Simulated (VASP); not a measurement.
Write the native input for VASP 6.6.1 that does the following.

```yaml
Task: relaxation of cell and atoms
Functional: PBEsol
Dispersion: D3(BJ)
Potentials_or_basis: VASP PAW PBE potentials, release 64 (Cd, S)
Cutoff: 600 eV
k_mesh: 8 × 8 × 8
Occupations: fermi-dirac, width 0.05 eV
Spin: no spin polarisation
Dipole_correction: no
Further_INCAR_settings: ALGO = Normal; EDIFF = 1e-06; IBRION = 2; EDIFFG = -0.01; NSW = 60; ISIF = 3
```

The structure of CdS (Hawleyite) lies in POSCAR:

```
CdS
1.0
    0.0000000000      2.9165000000      2.9165000000
    2.9165000000      0.0000000000      2.9165000000
    2.9165000000      2.9165000000      0.0000000000
Cd S
1 1
Direct
    0.0000000000      0.0000000000      0.0000000000
    0.7500000000      0.7500000000      0.7500000000
```

The input as run:

INCAR

```
ALGO = Normal
EDIFF = 1E-6
EDIFFG = -0.01
ENCUT = 600
GGA = PS
IBRION = 2
ISIF = 3
ISMEAR = -1
IVDW = 12
LASPH = T
LCHARG = F
LREAL = F
LWAVE = F
NELM = 100
NSW = 60
PREC = Accurate
SIGMA = 0.05
```

KPOINTS

```
k-points
0
Gamma
  8 8 8
```

Potentials or basis: VASP PAW PBE potentials, release 64 (Cd, S).

The run is started by

```sh
$ cat potpaw_PBE.64/Cd/POTCAR potpaw_PBE.64/S/POTCAR > POTCAR
$ mpirun -np 1 vasp_std > vasp.out
```

It gave:

```yaml
Relaxed_volume: 24.15 Å³/atom
Relaxed_cell: a = 4.088 Å, b = 4.088 Å, c = 4.088 Å, α = 60.00°, β = 60.00°, γ = 60.00°
Space_group_after_relaxing_to_0.05_Å: F-43m (No. 216)
Energy_gained_by_relaxing: 3.5 meV/atom
Ionic_steps: 3
Pressure_after_relaxing: 0.0 GPa
Band_gap_on_the_k_mesh: 1.06 eV, direct
Dispersion_energy_per_atom: -0.280 eV
```

Caveat: the PAW data sets were made with another functional, which shifts forces and pressure a little.

Wall time 26 s on 1 thread of Intel(R) Xeon(R) Platinum 8488C (Sapphire Rapids), with other jobs on the host, peak memory 0.23 GiB.
